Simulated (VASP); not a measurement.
## Ge: relaxation of cell and atoms with PBE

The system is Ge.

```
Ge
1.0
     2.86569    0.00000    0.00000
    -1.43284    2.48176    0.00000
     0.00000    0.00000    2.66984
Ge
1
Direct
  0.00000 0.00000 0.50000
```

```json
{
 "Program": "VASP 6.6.1",
 "Task": "relaxation of cell and atoms",
 "Functional": "PBE",
 "Potentials or basis": "VASP PAW PBE potentials, release 64 (Ge_d)",
 "Cutoff": "600 eV",
 "k mesh": "24 × 24 × 20",
 "Occupations": "gaussian, width 0.1 eV",
 "Spin": "no spin polarisation",
 "Dipole correction": "no",
 "Further INCAR settings": "ALGO = Normal; EDIFF = 1e-06; IBRION = 2; EDIFFG = -0.01; NSW = 100; ISIF = 3"
}
```

```
Relaxed volume                         : 19.36 Å³/atom
Relaxed cell                           : a = 2.880 Å, b = 2.880 Å, c = 2.696 Å, α = 90.00°, β = 90.00°, γ = 120.00°
Space group after relaxing (to 0.05 Å) : P6/mmm (No. 191)
Energy gained by relaxing              : 1.6 meV/atom
Ionic steps                            : 4
Pressure after relaxing                : 0.0 GPa
Band gap on the k mesh                 : zero (band 7 reaches 13.09 eV, above the bottom of band 8 at 3.01 eV)
```

Stress tensor (GPa, compression positive):
```
 0.02  0.00  0.00
 0.00  0.02  0.00
 0.00  0.00 -0.06
```

The path:
```
step  energy change (eV)  largest force (eV/Å)  pressure (GPa)  volume (Å³)
   1              0.0000                0.0000            1.11        18.99
   2             -0.0016                0.0000            0.12        19.35
   3             -0.0016                0.0000           -0.17        19.38
   4             -0.0016                0.0000           -0.01        19.36
```

Final structure:
```cif
data_structure
_symmetry_space_group_name_H-M 'P 1'
_symmetry_Int_Tables_number 1
_cell_length_a 2.8799
_cell_length_b 2.8799
_cell_length_c 2.6957
_cell_angle_alpha 90.000
_cell_angle_beta 90.000
_cell_angle_gamma 120.000
_cell_volume 19.36
loop_
_atom_site_label
_atom_site_type_symbol
_atom_site_fract_x
_atom_site_fract_y
_atom_site_fract_z
_atom_site_occupancy
Ge1 Ge 0.00000 0.00000 0.50000 1
```

Levels at points of the mesh, in eV from the Fermi level:
```tsv
k point	band 4	band 5	band 6	band 7	band 8	band 9	band 10	band 11
(0.00, 0.00, 0.00)	-24.53	-24.53	-12.96	6.61	8.12	8.12	10.15	14.04
(0.50, 0.00, 0.00)	-24.55	-24.54	-8.10	-5.44	4.07	8.06	10.34	16.33
(0.00, 0.00, 0.50)	-24.60	-24.56	-9.19	-5.76	10.95	10.95	16.51	17.38
(0.50, 0.00, 0.50)	-24.55	-24.46	-3.97	-2.37	-1.83	3.48	6.94	12.27
```

Run time: 110 s on 1 thread of Intel(R) Xeon(R) Platinum 8488C (Sapphire Rapids) (shared host), peak memory 0.29 GiB.
